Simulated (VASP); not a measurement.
A run of VASP 6.6.1:

File INCAR:

```
SYSTEM = CdTe
PREC = Accurate ; ENCUT = 520
EDIFF = 1E-7 ; ISMEAR = -1
SIGMA = 0.02 ; LREAL = .FALSE.
LASPH = .TRUE. ; NELM = 80
ALGO = Normal ; ISIF = 2
LWAVE = .FALSE. ; LCHARG = .FALSE.
GGA = PE ; NBANDS = 16
```

File KPOINTS:

```
Automatic mesh
0
G
  6 6 6
  0 0 0
```

File POSCAR:

```
CdTe
1.0
    0.0000000000      3.3127546673      3.2333779749
    3.3127546673      0.0000000000      3.2333779749
    3.3127546673      3.3127546673      0.0000000000
Cd Te
1 1
Direct
    0.0000000000      0.0000000000      0.0000000000
    0.2500000000      0.2500000000      0.2500000000
```

Potentials or basis: VASP PAW PBE potentials, release 64 (Cd, Te).

The run is started by

```sh
$ cat potpaw_PBE.64/Cd/POTCAR potpaw_PBE.64/Te/POTCAR > POTCAR
$ mpirun -np 1 vasp_std > vasp.out
```

Hardware: 1 thread of AMD EPYC 7R13 (shared host).

Problem. Estimate the wall time of this run.

Solution. It took 87 s on 1 thread of AMD EPYC 7R13 (shared host), peak memory 0.19 GiB. Counts: scf iterations 15, k points 30.
